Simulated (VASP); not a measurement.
**LiF (Griceite): single point with PBE**

Crystal: LiF (Griceite).

```
Li F
1.0
     0.00000    1.99487    1.99487
     1.99487    0.00000    1.99487
     1.99487    1.99487    0.00000
Li F
1 1
Direct
  0.00000 0.00000 0.00000
  0.50000 0.50000 0.50000
```

- Program: VASP 6.6.1
- Task: single point
- Functional: PBE
- Potentials or basis: VASP PAW PBE potentials, release 64 (Li_sv, F)
- Cutoff: 520 eV
- k mesh: 10 × 10 × 10
- Occupations: fermi-dirac, width 0.02 eV
- Spin: no spin polarisation

```yaml
Band_gap_on_the_k_mesh: 9.35 eV, direct
```

Levels at points of the mesh, in eV from the valence-band top:
```
           k point  band 2  band 3  band 4  band 5  band 6  band 7  band 8  band 9
(0.00, 0.00, 0.00)  -20.05    0.00    0.00    0.00    9.35   24.35   24.35   24.35
(0.50, 0.00, 0.00)  -19.60   -2.60   -0.24   -0.24   10.92   17.08   19.12   19.12
(0.50, 0.50, 0.00)  -19.31   -3.13   -1.04   -1.04   15.08   16.61   17.80   20.58
```

Wall time 8.9 s on 1 thread of Intel(R) Xeon(R) Platinum 8488C (Sapphire Rapids) (shared host), peak memory 0.13 GiB.

 As with any semilocal functional, this PBE gap is likely too small.
